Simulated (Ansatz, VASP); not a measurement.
Ni: VASP beside Ansatz

INCAR

```
PREC = Accurate
ENCUT = 520
EDIFF = 1E-7
ISMEAR = -1
SIGMA = 0.05
LREAL = F
LASPH = T
NELM = 150
ALGO = Fast
ISIF = 2
LWAVE = F
LCHARG = F
ISPIN = 2
MAGMOM = 1
LORBIT = 11
LMAXMIX = 4
GGA = CA
NBANDS = 15
```

The input KPOINTS:

```
Automatic mesh
0
Gamma
  13 13 13
```

POSCAR

```
Ni
1.0
   -1.4108540358      1.4108540358      1.4108540358
    1.4108540358     -1.4108540358      1.4108540358
    1.4108540358      1.4108540358     -1.4108540358
Ni
1
Direct
    0.0000000000      0.0000000000      0.0000000000
```

The input input.yaml:

```yaml
crystal:
  lattice:
    - [-1.4108540358, 1.4108540358, 1.4108540358]
    - [1.4108540358, -1.4108540358, 1.4108540358]
    - [1.4108540358, 1.4108540358, -1.4108540358]
  atoms:
    - { symbol: Ni, position: [0.0, 0.0, 0.0], spin: 1.0 }
kpoints:
  mp_grid: { grid: [13, 13, 13] }
scf:
  occupations: { method: fermi_dirac, width: 0.05 }
hamiltonian:
  xc: lda
  pseudopotentials: { kind: all_electron, lapw: { basis_error: 0.001 } }
magnetization:
  spin_polarized: true
output:
  forces: true
  stress: true
  eigenvalues: true
```

Change from the starting cell: volume scaled by 1.06.

Alike in both runs: task single point; functional LDA; k mesh 13 × 13 × 13; occupations fermi-dirac, width 0.05 eV; collinear spin.

```csv
,VASP,Ansatz
version,VASP 6.6.1,Ansatz 0.2.0
potentials or method,"VASP PAW LDA potentials, release 64 (Ni), cutoff 520 eV","all-electron LAPW, scalar-relativistic"
```

|  | VASP | Ansatz | Ansatz less VASP |
| --- | --- | --- | --- |
| gap on the k mesh at the Fermi level (eV) | none | none | - |
| pressure (GPa) | -19.6 | -20.0 | -0.35 |
| net moment per atom (μB) | 0.56 | 0.59 | +0.033 |
| size of the moment on the site where the two differ most (μB) | 0.56 | 0.61 | +0.048 |

LDA's correlation is that of Perdew and Zunger in VASP and of Perdew and Wang (1992) in Ansatz. Site moments also hang on the region over which each program counts them. A gap of «none» marks a metal or a gap that the smearing closes. Ansatz ran all-electron here, and VASP with PAW potentials.
